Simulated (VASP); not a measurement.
Wanted: the native input for a VASP 6.6.1 run.

```yaml
Task: single point
Functional: r2SCAN
Potentials_or_basis: VASP PAW PBE potentials, release 64 (V_sv, Se, Ag, N)
Cutoff: 520 eV
k_mesh: 5 × 5 × 4
Occupations: fermi-dirac, width 0.1 eV
Spin: no spin polarisation
Dipole_correction: no
Further_INCAR_settings: ALGO = Normal; EDIFF = 1e-07; NBANDS = 46
```

Crystal: VAgSe6N2.

```
V Se Ag N
1.0
     6.14792    0.00000    0.00000
     3.07396   -5.34315    0.00000
     1.95914    0.00000   -6.48082
V Se Ag N
1 6 1 2
Cartesian
  3.0740 -1.8487 0.0000
  5.8576 -3.5233 -4.7971
  8.3974 -3.5233 -1.6837
  6.0581 -0.2543 -4.8502
  2.0490 -0.2543 -1.6306
  4.9550 -1.7173 -1.6507
  3.1521 -1.7173 -4.8302
  6.1479 -3.5479 0.0000
  1.9508 0.0000 -5.4141
  6.1562 0.0000 -1.0667
```

These files were run (other wordings do the same):

POSCAR

```
VAgSe6N2
1.0
    6.1479190000      0.0000000000      0.0000000000
    3.0739590000     -5.3431490000      0.0000000000
    1.9591420000      0.0000000000     -6.4808230000
V Se Ag N
1 6 1 2
Direct
    0.3270000000      0.3460000000      0.0000000000
    0.3872000000      0.6594000000      0.7402000000
    0.9534000000      0.6594000000      0.2598000000
    0.7231000000      0.0476000000      0.7484000000
    0.2293000000      0.0476000000      0.2516000000
    0.5641000000      0.3214000000      0.2547000000
    0.1145000000      0.3214000000      0.7453000000
    0.6680000000      0.6640000000      0.0000000000
    0.0511000000      0.0000000000      0.8354000000
    0.9489000000      0.0000000000      0.1646000000
```

INCAR.step1

```
ALGO = Normal
EDIFF = 1E-4
ENCUT = 520
GGA = PE
ISMEAR = -1
LASPH = T
LCHARG = F
LREAL = F
LWAVE = T
NBANDS = 46
NELM = 60
PREC = Accurate
SIGMA = 0.1
```

INCAR.step2

```
ALGO = Normal
EDIFF = 1E-7
ENCUT = 520
ISIF = 2
ISMEAR = -1
ISTART = 1
LASPH = T
LCHARG = F
LMIXTAU = T
LREAL = F
LWAVE = F
METAGGA = R2SCAN
NBANDS = 46
NELM = 60
PREC = Accurate
SIGMA = 0.1
```

KPOINTS

```
k-points
0
Gamma
  5 5 4
```

Potentials or basis: VASP PAW PBE potentials, release 64 (V_sv, Se, Ag, N).

The run is started by

```bash
$ cat potpaw_PBE.64/V_sv/POTCAR potpaw_PBE.64/Se/POTCAR potpaw_PBE.64/Ag/POTCAR potpaw_PBE.64/N/POTCAR > POTCAR
$ cp INCAR.step1 INCAR
$ mpirun -np 1 vasp_std > vasp.out
$ cp INCAR.step2 INCAR
$ mpirun -np 1 vasp_std > vasp.out
```

It gave:

```
Pressure               : -6.4 GPa
Largest force          : 1.440 eV/Å
Band gap on the k mesh : zero (bands 35 and 36 overlap by 0.32 eV)
```

Caveat: the cell stands under tension; the PAW data sets were made with another functional, which shifts forces and pressure a little; the run has no spin polarisation, though such a crystal can be magnetic.

Wall time 20 min on 1 thread of Intel(R) Xeon(R) Platinum 8488C (Sapphire Rapids), with other jobs on the host, peak memory 0.57 GiB.
